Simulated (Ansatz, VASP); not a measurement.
# Ba in VASP and in Ansatz

```
Ba
1.0
    -2.38195    2.38195    2.38195
     2.38195   -2.38195    2.38195
     2.38195    2.38195   -2.38195
Ba
1
Direct
  0.00000 0.00000 0.00000
```

Alike in both runs: functional LDA; k mesh 18 × 18 × 18; occupations fermi-dirac, width 0.15 eV; no spin polarisation.

Ansatz relaxed the structure, and its values are those at the end. VASP's run is a single point on that final structure, the one shown.

|  | VASP | Ansatz |
| --- | --- | --- |
| version | VASP 6.6.1 | Ansatz 0.2.0 |
| potentials or method | VASP PAW LDA potentials, release 64 (Ba_sv), cutoff 520 eV | scalar-relativistic, plane waves, PAW |
| valence electrons in the cell | 10 | 10 |

```tsv
	VASP	Ansatz	Ansatz less VASP
gap on the k mesh at the Fermi level (eV)	none	none	-
pressure (GPa)	0.1	0.0	-0.09
```

Ansatz warns that its potentials were made for another functional, while VASP's fit it. LDA's correlation is that of Perdew and Zunger in VASP and of Perdew and Wang (1992) in Ansatz. A gap of «none» marks a metal or a gap that the smearing closes.

Spin-orbit coupling is off throughout.
